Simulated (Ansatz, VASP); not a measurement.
**SiC: VASP beside Ansatz**

```
Si C
1.0
     0.00000    2.18987    2.18987
     2.18987    0.00000    2.18987
     2.18987    2.18987    0.00000
Si C
1 1
Direct
  0.75000 0.75000 0.75000
  0.00000 0.00000 0.00000
```

Alike in both runs: functional PBE; k mesh 10 × 10 × 10; occupations gaussian, width 0.02 eV; no spin polarisation.

Ansatz relaxed the structure, and its values are those at the end. VASP's run is a single point on that final structure, the one shown.

```csv
,VASP,Ansatz
version,VASP 6.6.1,Ansatz 0.2.0
potentials or method,"VASP PAW PBE potentials, release 64 (Si, C), cutoff 600 eV","scalar-relativistic, plane waves, PAW"
valence electrons in the cell,8,8
```

Ansatz gave:

```
gap on the k mesh at the Fermi level (eV) : 1.37
least direct gap on the mesh (eV)         : 4.53
pressure (GPa)                            : 0.0
```

What did VASP give for the same quantities?

gap on the k mesh at the Fermi level (eV): 1.37; least direct gap on the mesh (eV): 4.53; pressure (GPa): -0.2.
